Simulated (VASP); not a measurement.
Crystal: B4AsN3.

```xyz
8
Lattice="-1.9748 1.9748 3.9216 1.9748 -1.9748 3.9216 1.9748 1.9748 -3.9216" Properties=species:S:1:pos:R:3 pbc="T T T"
N     1.9748    0.0000    1.9608
N     0.0000    0.0000    3.9216
N     0.0000    1.9748    1.9608
B    -0.8580    0.8580    4.9892
B     1.1168    1.1168   -1.0676
B     0.8580   -0.8580    4.9892
B     0.8580    0.8580    2.8539
As    0.0000    0.0000    0.0000
```

Base run:

| Quantity | Value |
| --- | --- |
| Program | VASP 6.6.1 |
| Functional | PBE |
| Potentials or basis | VASP PAW PBE potentials, release 64 (N, B, As) |
| Cutoff | 520 eV |
| k mesh | 10 × 10 × 10 |
| Occupations | fermi-dirac, width 0.02 eV |
| Spin | no spin polarisation |

Its results: band gap on the k mesh 1.88 eV; pressure 3.9 GPa; largest force 0.368 eV/Å.

The run is repeated on the same cell with these changes: functional from PBE to r2SCAN; occupations from fermi-dirac, width 0.02 eV to gaussian, width 0.01 eV. What comes out?

Band gap on the k mesh 2.24 eV; pressure 1.1 GPa; largest force 0.084 eV/Å.

Caveats: the cell stands under pressure (at least some runs); the PAW data sets were made with another functional, which shifts forces and pressure a little (at least some runs).

A k mesh can miss the band edges.
